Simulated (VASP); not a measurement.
# Mg (P6_3/mmc) in VASP: notebook, part 2 of 2

VASP 6.6.1. The steps go on from the part before.

## 3. Relaxation of cell and atoms, PBEsol

This run uses another cell than the first one, of 23.24 Å³/atom.

File INCAR:

```
SYSTEM = Mg
  PREC = Accurate
  ENCUT = 600
  EDIFF = 1E-6
  ISMEAR = 1
  SIGMA = 0.02
  LREAL = .False.
  LASPH = .True.
  NELM = 100
  ALGO = Normal
  ISIF = 3
  LWAVE = .False.
  LCHARG = .False.
  GGA = PS
  IBRION = 2
  NSW = 80
  EDIFFG = -0.02
```

File KPOINTS:

```
Automatic mesh
0
Gamma
  6 6 4
  0 0 0
```

File POSCAR:

```
Mg
1.0
    3.2093000000      0.0000000000      0.0000000000
   -1.6046500000      2.7793353284      0.0000000000
    0.0000000000      0.0000000000      5.2103000000
Mg
2
Direct
    0.3333333333      0.6666666667      0.2500000000
    0.6666666667      0.3333333333      0.7500000000
```

Potentials or basis: VASP PAW PBE potentials, release 64 (Mg).

Run with:

```bash
$ cat potpaw_PBE.64/Mg/POTCAR > POTCAR
$ mpirun -np 1 vasp_std > vasp.out
```

OUTCAR:

```text
SYSTEM = Mg
   PREC = Accurate
   ENCUT = 600
   EDIFF = 1E-6
   ISMEAR = 1
   LREAL = .False.
   LASPH = .True.
   NELM = 100
   ISIF = 3
   GGA = PS
   IBRION = 2
   NSW = 80
   EDIFFG = -0.02

 ion  position               nearest neighbor table
   1  0.333  0.667  0.250-   2 3.20   2 3.20   2 3.20   2 3.20   2 3.20   2 3.20
   2  0.667  0.333  0.750-   1 3.20   1 3.20   1 3.20   1 3.20   1 3.20   1 3.20

  LATTYP: Found a hexagonal cell.
 ALAT       =     3.2093000000
 C/A-ratio  =     1.6235004518

  Lattice vectors:

 A1 = (   3.2093000000,   0.0000000000,   0.0000000000)
 A2 = (  -1.6046500000,   2.7793353284,   0.0000000000)
 A3 = (   0.0000000000,   0.0000000000,   5.2103000000)

Analysis of symmetry for initial positions (statically):
=====================================================================
 Subroutine PRICEL returns:
 Original cell was already a primitive cell.

 Routine SETGRP: Setting up the symmetry group for a
 hexagonal supercell.

 Subroutine GETGRP returns: Found 24 space group operations
 (whereof 12 operations were pure point group operations)
 out of a pool of 24 trial point group operations.

The static configuration has the point symmetry D_3d.
 The point group associated with its full space group is D_6h.

Analysis of symmetry for dynamics (positions and initial velocities):
=====================================================================
 Subroutine PRICEL returns:
 Original cell was already a primitive cell.

 Routine SETGRP: Setting up the symmetry group for a
 hexagonal supercell.

 Subroutine GETGRP returns: Found 24 space group operations
 (whereof 12 operations were pure point group operations)
 out of a pool of 24 trial point group operations.

The dynamic configuration has the point symmetry D_3d.
 The point group associated with its full space group is D_6h.

 Subroutine INISYM returns: Found 24 space group operations
 (whereof 12 operations are pure point group operations),
 and found     1 'primitive' translations

----------------------------------------------------------------------------------------

                                     Primitive cell

  volume of cell :      46.4744

  direct lattice vectors                    reciprocal lattice vectors
     3.209300000  0.000000000  0.000000000     0.311594429  0.179899127  0.000000000
    -1.604650000  2.779335328  0.000000000     0.000000000  0.359798255  0.000000000
     0.000000000  0.000000000  5.210300000     0.000000000  0.000000000  0.191927528

  length of vectors
     3.209300000  3.209300000  5.210300000     0.359798255  0.359798255  0.191927528

  position of ions in fractional coordinates (direct lattice)
     0.333333333  0.666666667  0.250000000
     0.666666667  0.333333333  0.750000000

  ion indices of the primitive-cell ions
   primitive index   ion index
                 1           1
                 2           2

----------------------------------------------------------------------------------------

 KPOINTS: Automatic mesh

Automatic generation of k-mesh.
 Grid dimensions read from file:
 generate k-points for:    6    6    4

 Generating k-lattice:

  Cartesian coordinates                     Fractional coordinates (reciprocal lattice)
     0.051932405  0.029983188  0.000000000     0.166666667 -0.000000000  0.000000000
     0.000000000  0.059966376  0.000000000     0.000000000  0.166666667  0.000000000
     0.000000000  0.000000000  0.047981882     0.000000000  0.000000000  0.250000000

  Length of vectors
     0.059966376  0.059966376  0.047981882

  Shift w.r.t. Gamma in fractional coordinates (k-lattice)
     0.000000000  0.000000000  0.000000000

 Subroutine IBZKPT returns following result:
 ===========================================

 Found     21 irreducible k-points:

 Following reciprocal coordinates:
            Coordinates               Weight
  0.000000  0.000000  0.000000      1.000000
  0.166667  0.000000  0.000000      6.000000
  0.333333  0.000000  0.000000      6.000000
  0.500000  0.000000  0.000000      3.000000
  0.166667  0.166667  0.000000      6.000000
  0.333333  0.166667  0.000000     12.000000
[... 13 lines left out ...]
  0.333333  0.166667  0.500000     12.000000
  0.333333  0.333333  0.500000      2.000000
   k-points           NKPTS =     21   k-points in BZ     NKDIM =     21   number of bands    NBANDS=      6
   number of dos      NEDOS =    301   number of ions     NIONS =      2
   total plane-waves  NPLWV =  32928
   dimension x,y,z NGX =    28 NGY =   28 NGZ =   42
   dimension x,y,z NGXF=    56 NGYF=   56 NGZF=   84
   ions per type =               2
   NGX,Y,Z   is equivalent  to a cutoff of  14.50, 14.50, 13.40 a.u.
   NGXF,Y,Z  is equivalent  to a cutoff of  29.01, 29.01, 26.80 a.u.
 SYSTEM =  Mg
   PREC   = accura    normal or accurate (medium, high low for compatibility)
   ISTART =      0    job   : 0-new  1-cont  2-samecut
   ICHARG =      2    charge: 1-file 2-atom 10-const
   ISPIN  =      1    spin polarized calculation?
   LNONCOLLINEAR =      F non collinear calculations
   LSORBIT =      F    spin-orbit coupling
   LASPH  =      T    aspherical Exc in radial PAW
   ENCUT  =  600.0 eV  44.10 Ry    6.64 a.u.   6.41  6.41 10.41*2*pi/ulx,y,z
   NELM   =    100;   NELMIN=  2; NELMDL= -5     # of ELM steps
   EDIFF  = 0.1E-05   stopping-criterion for ELM
   LREAL  =      F    real-space projection
   EDIFFG = -.2E-01   stopping-criterion for IOM
   NSW    =     80    number of steps for IOM
   IBRION =      2    ionic relax: 0-MD 1-quasi-New 2-CG
   NFREE  =      1    steps in history (QN), initial steepest desc. (CG)
   ISIF   =      3    stress and relaxation
   ISYM   =      2    0-nonsym 1-usesym 2-fastsym
   POTIM  = 0.5000    time-step for ionic-motion
   TEBEG  =    0.0;   TEEND  =   0.0 temperature during run
   PSTRESS=    0.0 pullay stress
   NELECT =       4.0000    total number of electrons
   NUPDOWN=      -1.0000    fix difference up-down
   EMIN   =  10.00;   EMAX   =-10.00  energy-range for DOS
   EFERMI =   0.00;   METHOD = LEGACY
   ISMEAR =     1;   SIGMA  =   0.02  broadening in eV -4-tet -1-fermi 0-gaus
   EFERMI_NEDOS =   21; number of points for ismear=-14 and -15
   IALGO  =     38    algorithm
   IMIX   =      4    mixing-type and parameters
     AMIX     =   0.40;   BMIX     =  1.00
     AMIX_MAG =   1.60;   BMIX_MAG =  1.00
  volume/ion in A,a.u.               =      23.24       156.81
  Fermi-wavevector in a.u.,A,eV,Ry     =   0.722809  1.365911  7.108401  0.522453
  Thomas-Fermi vector in A             =   1.812866
   LORBIT       =      0    0 simple, 1 ext, 2 COOP (PROOUT), +10 PAW based schemes
   GGA     = PS    functional components
   LHFCALC =     F    Hartree Fock is set to
   AEXX    =    0.0000 exact exchange contribution
   IVDW    =     0    specifies the selected vdW correction
   LEPSILON=     F    determine dielectric tensor
   LRPA    =     F    only Hartree local field effects (RPA)
 conjugate gradient relaxation of ions
 non-spin polarized calculation
 Methfessel and Paxton  Order N= 1 SIGMA  =   0.02
  energy-cutoff  :      600.00
  volume of cell :       46.47
 maximum number of plane-waves:      1578
 NGX is ok and might be reduce to    28
   NGX = 13   NGY = 13   NGZ = 21

--------------------------------------- Ionic step        1  -------------------------------------------

 number of electron       4.0000000 magnetization

 Free energy of the ion-electron system (eV)
  ---------------------------------------------------
  ext. energy  EPLUGINS =         0.00000000
  ---------------------------------------------------
  free energy    TOTEN  =        -3.37474645 eV

  energy without entropy =       -3.37442601  energy(sigma->0) =       -3.37463964

------------------------ aborting loop because EDIFF is reached ----------------------------------------

  FORCE on cell =-STRESS in cart. coord.  units (eV):
  Direction    XX          YY          ZZ          XY          YZ          ZX
  --------------------------------------------------------------------------------------
  -------------------------------------------------------------------------------------
  Total       -0.4566155     -0.4566155     -0.1180179      0.0000000      0.0000000      0.0000000
  in kB      -15.7415402    -15.7415402     -4.0685964      0.0000000      0.0000000      0.0000000
  external PRESSURE =     -11.8505589 kB  Pullay stress =       0.0000000 kB
[... 57 lines left out ...]
  energy  without entropy=       -3.3808796399  energy(sigma->0) =       -3.38110887

--------------------------------------- Ionic step        3  -------------------------------------------

 number of electron       4.0000000 magnetization

 Free energy of the ion-electron system (eV)
  ---------------------------------------------------
  ext. energy  EPLUGINS =         0.00000000
  ---------------------------------------------------
  free energy    TOTEN  =        -3.38158757 eV

  energy without entropy =       -3.38124373  energy(sigma->0) =       -3.38147296

 E-fermi :   2.5989     XC(G=0):  -8.5975

 val. band max:        2.4554140345   @ k =   0.1667   0.1667   0.0000
 cond. band min:       2.6051213933   @ k =   0.3333   0.1667   0.0000
 fundamental gap:      0.1497073589
 Fermi energy:         2.5988905338

 k-point     1 :       0.0000    0.0000    0.0000
  band No.  band energies     occupation
      1      -4.3191      2.00000
      2       0.9254      2.00000
      3       1.3591      2.00000
      4      13.8524      0.00000
      5      13.8524      0.00000
      6      14.0379      0.00000

 k-point     2 :       0.1667    0.0000    0.0000
  band No.  band energies     occupation
      1      -3.7623      2.00000
      2       1.4348      2.00000
      3       1.8958      2.00000
      4       8.9971      0.00000
      5      11.6294      0.00000
      6      12.1917      0.00000
[... 198 lines left out ...]
  FREE ENERGIE OF THE ION-ELECTRON SYSTEM (eV)
  ---------------------------------------------------
  free  energy   TOTEN  =        -3.3815875740 eV

  energy  without entropy=       -3.3812437287  energy(sigma->0) =       -3.38147296

 reached required accuracy - stopping structural energy minimisation
```

It took 26 s on 1 thread of Intel Xeon 8259CL, shared host; peak memory 0.18 GiB.

What came out:

```
Free energy                           : -3.3816 eV
Relaxed volume                        : 22.50 Å³/atom
Relaxed cell                          : a = 3.164 Å, b = 3.164 Å, c = 5.191 Å, α = 90.00°, β = 90.00°, γ = 120.00°
Space group after relaxing (to 0.1 Å) : P6_3/mmc (No. 194)
Energy gained by relaxing             : 3.4 meV/atom
Ionic steps                           : 3
Pressure after relaxing               : 0.0 GPa
Band gap on the k mesh                : zero (bands 2 and 3 overlap by 1.61 eV)
```

The path:
```tsv
step	energy change (eV)	largest force (eV/Å)	pressure (GPa)	volume (Å³)
1	0.0000	0.0000	-1.19	46.47
2	-0.0065	0.0000	-0.29	45.33
3	-0.0068	0.0000	0.00	45.00
```

Final structure:
```
CELL_PARAMETERS angstrom
3.16366 0.00000 0.00000
-1.58183 2.73981 0.00000
0.00000 0.00000 5.19115
ATOMIC_POSITIONS crystal
Mg 0.33333 0.66667 0.25000
Mg 0.66667 0.33333 0.75000
```

Caveat: the k points lie up to 0.38 Å⁻¹ apart in the final cell, too coarse for converged energies and pressures of a metal; the PAW data sets were made with another functional, which shifts forces and pressure a little.
